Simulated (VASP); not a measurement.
Write the native input for VASP 6.6.1 that does the following.

```yaml
Task: single point
Functional: PBEsol
Potentials_or_basis: VASP PAW PBE potentials, release 64 (Sn_d, O)
Cutoff: 520 eV
k_mesh: 8 × 8 × 8
Occupations: fermi-dirac, width 0.02 eV
Spin: no spin polarisation
Dipole_correction: no
Further_INCAR_settings: ALGO = Normal; EDIFF = 1e-06; NBANDS = 35
```

The structure of SnO2 lies in POSCAR:

```
SnO2
1.0
   -2.0000690000      2.0000690000      5.0212054200
    2.0000690000     -2.0000690000      5.0212054200
    2.0000690000      2.0000690000     -5.0212054200
Sn O
2 4
Direct
    0.7500000000      0.2500000000      0.5000000000
    0.0000000000      0.0000000000      0.0000000000
    0.7965230000      0.7965230000      0.0000000000
    0.9534770000      0.4534770000      0.5000000000
    0.2034770000      0.2034770000      0.0000000000
    0.5465230000      0.0465230000      0.5000000000
```

These files were run (other wordings do the same):

INCAR

```
PREC     = Accurate       # precision mode
ENCUT    = 520            # plane-wave cutoff, eV
EDIFF    = 1E-6           # SCF threshold, eV
ISMEAR   = -1             # smearing method
SIGMA    = 0.02           # smearing width, eV
LREAL    = False          # projectors in reciprocal space
LASPH    = True           # aspherical terms in the spheres
NELM     = 80             # most SCF steps
ALGO     = Normal         # electronic algorithm
ISIF     = 2              # what is computed and relaxed
LWAVE    = False          # write WAVECAR
LCHARG   = True           # write CHGCAR
GGA      = PS             # functional
LELF     = True           # ELF
LVHAR    = True         
NBANDS   = 35             # bands
```

KPOINTS

```
Automatic mesh
0
Gamma
  8 8 8
```

Potentials or basis: VASP PAW PBE potentials, release 64 (Sn_d, O).

Run with:

```sh
$ cat potpaw_PBE.64/Sn_d/POTCAR potpaw_PBE.64/O/POTCAR > POTCAR
$ mpirun -np 1 vasp_std > vasp.out
```

It gave:

The pressure is 5.7 GPa. The largest force is 0.345 eV/Å and the band gap on the k mesh is 1.84 eV (least direct gap 2.26 eV).

Caveat: the cell stands under pressure; the PAW data sets were made with another functional, which shifts forces and pressure a little; spin-orbit coupling is left out, which moves the levels of the heavy elements.

Wall time 3.3 min on 1 thread of Intel(R) Xeon(R) 6975P-C (Granite Rapids), with other jobs on the host, peak memory 0.39 GiB.
